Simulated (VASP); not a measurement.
# ErH4 in VASP: a series of runs

Runs on ErH4. Level: PBE. Tasks: single point, relaxation of cell and atoms.

Program: VASP 6.6.1. These are calculated values, not measurements. Logs are shortened: lines on timing, memory, paths and dates and some standing lists are left out, and cuts for length are marked.

## Step 1: The cell of the first run

The typed cell holds 5 atoms: a = 3.613 Å, b = 3.613 Å, c = 3.613 Å, α = 104.91°, β = 104.91°, γ = 119.05°.

The cell was built from a structure type or drawn by symmetry, and may not be a known phase.

## Step 2: Single point, PBE

INCAR

```
PREC = Accurate ; ENCUT = 500
EDIFF = 1E-6 ; ISMEAR = 0
SIGMA = 0.1 ; LREAL = F
LASPH = T ; NELM = 200
ALGO = Normal ; ISIF = 2
LWAVE = F ; LCHARG = F
GGA = PE ; NBANDS = 14
GGA_COMPAT = F ; LMAXMIX = 6
```

KPOINTS

```
Automatic mesh
0
Gamma
  6 6 6
```

POSCAR

```
ErH4
1.0
   -2.2016505177      2.2016505177      1.8322404117
    2.2016505177     -2.2016505177      1.8322404117
    2.2016505177      2.2016505177     -1.8322404117
Er H
1 4
Direct
    0.0000000000      0.0000000000      0.0000000000
    0.4997471040      0.2115254572      0.7112725612
    0.5002528960      0.7884745428      0.2887274388
    0.2115254572      0.5002528960      0.7117783531
    0.7884745428      0.4997471040      0.2882216469
```

Potentials or basis: VASP PAW PBE potentials, release 64 (Er_3, H), 4f in core.

Started as:

```sh
$ cat potpaw_PBE.64/Er_3/POTCAR potpaw_PBE.64/H/POTCAR > POTCAR
$ mpirun -np 1 vasp_std > vasp.out
```

OUTCAR:

```text
PREC = Accurate
   ENCUT = 500
   EDIFF = 1E-6
   ISMEAR = 0
   LREAL = F
   LASPH = T
   NELM = 200
   ISIF = 2
   GGA = PE

 ion  position               nearest neighbor table
   1  0.000  0.000  0.000-   5 2.23   4 2.23   3 2.23   2 2.23   2 2.23   3 2.23   4 2.23   5 2.23

   2  0.500  0.212  0.711-   1 2.23   1 2.23
   3  0.500  0.788  0.289-   1 2.23   1 2.23
   4  0.212  0.500  0.712-   1 2.23   1 2.23
   5  0.788  0.500  0.288-   1 2.23   1 2.23

  LATTYP: Found a body centered tetragonal cell.
 ALAT       =     4.4033010354
 C/A-ratio  =     0.8322121958

  Lattice vectors:

 A1 = (  -2.2016505177,   2.2016505177,   1.8322404117)
 A2 = (   2.2016505177,  -2.2016505177,   1.8322404117)
 A3 = (   2.2016505177,   2.2016505177,  -1.8322404117)

Analysis of symmetry for initial positions (statically):
=====================================================================
 Subroutine PRICEL returns:
 Original cell was already a primitive cell.

 Routine SETGRP: Setting up the symmetry group for a
 body centered tetragonal supercell.

 Subroutine GETGRP returns: Found  8 space group operations
 (whereof  8 operations were pure point group operations)
 out of a pool of 16 trial point group operations.

The static configuration has the point symmetry C_4h.

Analysis of symmetry for dynamics (positions and initial velocities):
=====================================================================
 Subroutine PRICEL returns:
 Original cell was already a primitive cell.

 Routine SETGRP: Setting up the symmetry group for a
 body centered tetragonal supercell.

 Subroutine GETGRP returns: Found  8 space group operations
 (whereof  8 operations were pure point group operations)
 out of a pool of 16 trial point group operations.

The dynamic configuration has the point symmetry C_4h.

 Subroutine INISYM returns: Found  8 space group operations
 (whereof  8 operations are pure point group operations),
 and found     1 'primitive' translations

----------------------------------------------------------------------------------------

                                     Primitive cell

  volume of cell :      35.5254

  direct lattice vectors                    reciprocal lattice vectors
    -2.201650518  2.201650518  1.832240412     0.000000000  0.227102347  0.272889953
     2.201650518 -2.201650518  1.832240412     0.227102347  0.000000000  0.272889953
     2.201650518  2.201650518 -1.832240412     0.227102347  0.227102347  0.000000000

  length of vectors
[... 105 lines left out ...]
   IALGO  =     38    algorithm
   IMIX   =      4    mixing-type and parameters
     AMIX     =   0.40;   BMIX     =  1.00
     AMIX_MAG =   1.60;   BMIX_MAG =  1.00
  volume/ion in A,a.u.               =       7.11        47.95
  Fermi-wavevector in a.u.,A,eV,Ry     =   1.170962  2.212798 18.655662  1.371152
  Thomas-Fermi vector in A             =   2.307413
   LORBIT       =      0    0 simple, 1 ext, 2 COOP (PROOUT), +10 PAW based schemes
   GGA     = PE    functional components
   LHFCALC =     F    Hartree Fock is set to
   AEXX    =    0.0000 exact exchange contribution
   IVDW    =     0    specifies the selected vdW correction
   LEPSILON=     F    determine dielectric tensor
   LRPA    =     F    only Hartree local field effects (RPA)
 non-spin polarized calculation
 Gauss-broadening in eV      SIGMA  =   0.10
  energy-cutoff  :      500.00
  volume of cell :       35.53
 maximum number of plane-waves:       921
 NGX is ok and might be reduce to    28
   NGX = 13   NGY = 13   NGZ = 13

 number of electron      13.0000002 magnetization

 Free energy of the ion-electron system (eV)
  ---------------------------------------------------
  ext. energy  EPLUGINS =         0.00000000
  ---------------------------------------------------
  free energy    TOTEN  =       -18.77290131 eV

  energy without entropy =      -18.76783915  energy(sigma->0) =      -18.77037023

 E-fermi :   3.8925     XC(G=0): -10.9020

 val. band max:        3.8570730248   @ k =   0.3333   0.0000   0.0000
 cond. band min:       3.9722646193   @ k =  -0.3333   0.3333   0.1667
 fundamental gap:      0.1151915945
 Fermi energy:         3.8924923286

 k-point     1 :       0.0000    0.0000    0.0000
  band No.  band energies     occupation
      1     -20.7988      2.00000
      2     -20.7988      2.00000
      3     -20.7657      2.00000
      4      -7.0906      2.00000
      5       3.0882      2.00000
      6       3.0882      2.00000
      7       3.8277      1.64076
      8       4.8829      0.00000
      9       5.0881      0.00000
     10       5.6541      0.00000
     11       5.6541      0.00000
     12       9.7619      0.00000
     13      13.2960      0.00000
     14      17.2164      0.00000
[... 377 lines left out ...]
      1     -21.1004      2.00000
      2     -20.9601      2.00000
      3     -20.8626      2.00000
      4      -4.5701      2.00000
      5      -1.2933      2.00000
      6       0.4819      2.00000
      7       3.1703      2.00000
      8       6.5730      0.00000
      9       7.5039      0.00000
     10       8.0582      0.00000
     11       9.8865      0.00000
     12      11.2365      0.00000
     13      12.8670      0.00000
     14      14.3468      0.00000

 [... further k-points ...]

------------------------ aborting loop because EDIFF is reached ----------------------------------------

  FORCE on cell =-STRESS in cart. coord.  units (eV):
  Direction    XX          YY          ZZ          XY          YZ          ZX
  --------------------------------------------------------------------------------------
  -------------------------------------------------------------------------------------
  Total       -0.0203045     -0.0203045      0.0778364     -0.0000000     -0.0000000      0.0000000
  in kB       -0.9157219     -0.9157219      3.5103789     -0.0000004     -0.0000000      0.0000000
  external PRESSURE =       0.5596450 kB  Pullay stress =       0.0000000 kB

 VOLUME and BASIS-vectors are now :
 -----------------------------------------------------------------------------
  energy-cutoff  :      500.00
  volume of cell :       35.53
      direct lattice vectors                 reciprocal lattice vectors
    -2.201650518  2.201650518  1.832240412     0.000000000  0.227102347  0.272889953
     2.201650518 -2.201650518  1.832240412     0.227102347  0.000000000  0.272889953
     2.201650518  2.201650518 -1.832240412     0.227102347  0.227102347  0.000000000

 POSITION                                       TOTAL-FORCE (eV/Angst)
 -----------------------------------------------------------------------------------
      0.00000      0.00000      0.00000        -0.000000      0.000000      0.000000
      0.93141      2.20054      0.00000        -0.005493      0.001109      0.000000
      1.27024      0.00111      1.83224         0.005493     -0.001109     -0.000000
      2.20276      0.93141      0.00000        -0.001109     -0.005493      0.000000
     -0.00111      1.27024      1.83224         0.001109      0.005493     -0.000000
 -----------------------------------------------------------------------------------
    total drift:                               -0.000000     -0.000000      0.000000

  FREE ENERGIE OF THE ION-ELECTRON SYSTEM (eV)
  ---------------------------------------------------
  free  energy   TOTEN  =       -18.7729013140 eV

  energy  without entropy=      -18.7678391537  energy(sigma->0) =      -18.77037023
```

OSZICAR:

```text
N       E                     dE             d eps       ncg     rms          rms(c)
DAV:   1     0.209186712970E+02    0.20919E+02   -0.56094E+03  1512   0.858E+02
DAV:   2    -0.184298934511E+02   -0.39349E+02   -0.37163E+02  1710   0.295E+02
DAV:   3    -0.193512239568E+02   -0.92133E+00   -0.91967E+00  1386   0.335E+01
DAV:   4    -0.193529495871E+02   -0.17256E-02   -0.17251E-02  1512   0.105E+00
DAV:   5    -0.193529735222E+02   -0.23935E-04   -0.23935E-04  1304   0.127E-01    0.255E+01
DAV:   6    -0.188694202469E+02    0.48355E+00   -0.24792E-01  1688   0.865E+00    0.161E+01
DAV:   7    -0.187939365183E+02    0.75484E-01   -0.38296E-01  1674   0.102E+01    0.212E+00
DAV:   8    -0.187771924676E+02    0.16744E-01   -0.91009E-02  1724   0.469E+00    0.587E-01
DAV:   9    -0.187728638862E+02    0.43286E-02   -0.76454E-03  1694   0.130E+00    0.165E-01
DAV:  10    -0.187729121514E+02   -0.48265E-04   -0.11790E-03  1658   0.327E-01    0.174E-01
DAV:  11    -0.187729016973E+02    0.10454E-04   -0.87752E-05  1656   0.129E-01    0.419E-02
DAV:  12    -0.187729013140E+02    0.38329E-06   -0.47719E-06  1560   0.232E-02
   1 F= -.18772901E+02 E0= -.18770370E+02  d E =-.506216E-02
```

Wall time 10 s (1 thread of Intel Xeon 6975P-C (Granite Rapids), shared host); peak memory 0.16 GiB.

What came out:

- Free energy: -18.7729 eV
- Pressure: 0.1 GPa
- Largest force: 0.006 eV/Å
- Band gap on the k mesh: zero (an odd number of electrons rules out a gap without spin polarisation)

Forces on the atoms (eV/Å):
```
Er   0.000  0.000  0.000
H   -0.005  0.001  0.000
H    0.005 -0.001  0.000
H   -0.001 -0.005  0.000
H    0.001  0.005  0.000
```

Caveat: the k points lie up to 0.37 Å⁻¹ apart, too coarse for converged energies and pressures of a metal; spin-orbit coupling is left out, which moves the levels of the heavy elements; the 4f electrons are frozen in the core, so they carry no moment and show no levels.

## Step 3: Single point, PBE

This run uses another cell than the first one, of 7.09 Å³/atom.

INCAR

```
  PREC = Accurate
  ENCUT = 500
  EDIFF = 1E-6
  ISMEAR = 0
  SIGMA = 0.1
  LREAL = F
  LASPH = T
  NELM = 200
  ALGO = Normal
  ISIF = 2
  LWAVE = F
  LCHARG = F
  GGA = PE
  NBANDS = 14
  GGA_COMPAT = F
  LMAXMIX = 6
```

KPOINTS

```
Automatic mesh
0
Gamma
  14 14 14
```

POSCAR

```
ErH4
1.0
   -2.2051688899      2.2051688899      1.8227272667
    2.2051688899     -2.2051688899      1.8227272667
    2.2051688899      2.2051688899     -1.8227272667
Er H
1 4
Direct
    0.0000000000      0.0000000000      0.0000000000
    0.5000000000      0.2122697259      0.7122697259
    0.5000000000      0.7877302741      0.2877302741
    0.2122697259      0.5000000000      0.7122697259
    0.7877302741      0.5000000000      0.2877302741
```

Potentials or basis: VASP PAW PBE potentials, release 64 (Er_3, H), 4f in core.

Started as:

```sh
$ cat potpaw_PBE.64/Er_3/POTCAR potpaw_PBE.64/H/POTCAR > POTCAR
$ mpirun -np 1 vasp_std > vasp.out
```

OUTCAR:

```text
PREC = Accurate
   ENCUT = 500
   EDIFF = 1E-6
   ISMEAR = 0
   LREAL = F
   LASPH = T
   NELM = 200
   ISIF = 2
   GGA = PE

 ion  position               nearest neighbor table
   1  0.000  0.000  0.000-   5 2.22   3 2.22   2 2.22   4 2.22   5 2.22   3 2.22   2 2.22   4 2.22

   2  0.500  0.212  0.712-   1 2.22   1 2.22
   3  0.500  0.788  0.288-   1 2.22   1 2.22
   4  0.212  0.500  0.712-   1 2.22   1 2.22
[... 612 lines left out ...]
  Direction    XX          YY          ZZ          XY          YZ          ZX
  --------------------------------------------------------------------------------------
  -------------------------------------------------------------------------------------
  Total        0.0057749      0.0057749      0.1419987      0.0000000     -0.0000000     -0.0000000
  in kB        0.2609699      0.2609699      6.4169654      0.0000000     -0.0000000     -0.0000000
  external PRESSURE =       2.3129684 kB  Pullay stress =       0.0000000 kB

 VOLUME and BASIS-vectors are now :
 -----------------------------------------------------------------------------
  energy-cutoff  :      500.00
  volume of cell :       35.45
      direct lattice vectors                 reciprocal lattice vectors
    -2.205168890  2.205168890  1.822727267     0.000000000  0.226740003  0.274314215
     2.205168890 -2.205168890  1.822727267     0.226740003  0.000000000  0.274314215
     2.205168890  2.205168890 -1.822727267     0.226740003  0.226740003  0.000000000

 POSITION                                       TOTAL-FORCE (eV/Angst)
 -----------------------------------------------------------------------------------
      0.00000      0.00000      0.00000        -0.000000      0.000000      0.000000
      0.93618      2.20517      0.00000        -0.007563      0.000000     -0.000000
      1.26899      0.00000      1.82273         0.007563     -0.000000      0.000000
      2.20517      0.93618      0.00000         0.000000     -0.007563     -0.000000
      0.00000      1.26899      1.82273        -0.000000      0.007563      0.000000
 -----------------------------------------------------------------------------------
    total drift:                               -0.000000      0.000000      0.000000

  FREE ENERGIE OF THE ION-ELECTRON SYSTEM (eV)
  ---------------------------------------------------
  free  energy   TOTEN  =       -18.8222572768 eV

  energy  without entropy=      -18.8192975089  energy(sigma->0) =      -18.82077739
```

OSZICAR:

```text
N       E                     dE             d eps       ncg     rms          rms(c)
DAV:   1     0.207123417969E+02    0.20712E+02   -0.55802E+03 10212   0.861E+02
DAV:   2    -0.184496790647E+02   -0.39162E+02   -0.37272E+02 11418   0.295E+02
DAV:   3    -0.193831947843E+02   -0.93352E+00   -0.93072E+00  9400   0.335E+01
DAV:   4    -0.193851168540E+02   -0.19221E-02   -0.19215E-02  9926   0.108E+00
DAV:   5    -0.193851470985E+02   -0.30245E-04   -0.30244E-04  9258   0.141E-01    0.257E+01
DAV:   6    -0.189147213137E+02    0.47043E+00   -0.24708E-01 11486   0.863E+00    0.161E+01
DAV:   7    -0.188412975836E+02    0.73424E-01   -0.38059E-01 11430   0.101E+01    0.216E+00
DAV:   8    -0.188252678043E+02    0.16030E-01   -0.84537E-02 11476   0.441E+00    0.676E-01
DAV:   9    -0.188222250767E+02    0.30427E-02   -0.65600E-03 11400   0.114E+00    0.163E-01
DAV:  10    -0.188222882176E+02   -0.63141E-04   -0.11079E-03 11230   0.332E-01    0.225E-01
DAV:  11    -0.188222566607E+02    0.31557E-04   -0.12243E-04 11274   0.153E-01    0.297E-02
DAV:  12    -0.188222572768E+02   -0.61603E-06   -0.67480E-06  9896   0.222E-02
   1 F= -.18822257E+02 E0= -.18820777E+02  d E =-.295977E-02
```

stdout:

```text
POSCAR found type information on POSCAR ErH
 POSCAR found :  2 types and       5 ions
 scaLAPACK will be used
 LDA part: xc-table for (Slater+PW92), standard interpolation
 POSCAR, INCAR and KPOINTS ok, starting setup
 FFT: planning ... GRIDC
 FFT: planning ... GRID_SOFT
 FFT: planning ... GRID
 WAVECAR not read
 entering main loop
```

It took 51 s on 1 thread of Intel Xeon 6975P-C (Granite Rapids), shared host; peak memory 0.25 GiB.

Results:

| Item | Value |
| --- | --- |
| Free energy | -18.8223 eV |
| Pressure | 0.2 GPa |
| Largest force | 0.008 eV/Å |
| Band gap on the k mesh | zero (an odd number of electrons rules out a gap without spin polarisation) |

Forces in eV/Å, atoms in the order of the input:
```
Er   0.000  0.000  0.000
H   -0.008  0.000  0.000
H    0.008  0.000  0.000
H    0.000 -0.008  0.000
H    0.000  0.008  0.000
```

Stress tensor (GPa, compression positive):
```
0.03 0.00 0.00
0.00 0.03 0.00
0.00 0.00 0.64
```

Caveat: spin-orbit coupling is left out, which moves the levels of the heavy elements; the 4f electrons are frozen in the core, so they carry no moment and show no levels.

(Continued in part 2 of 2.)
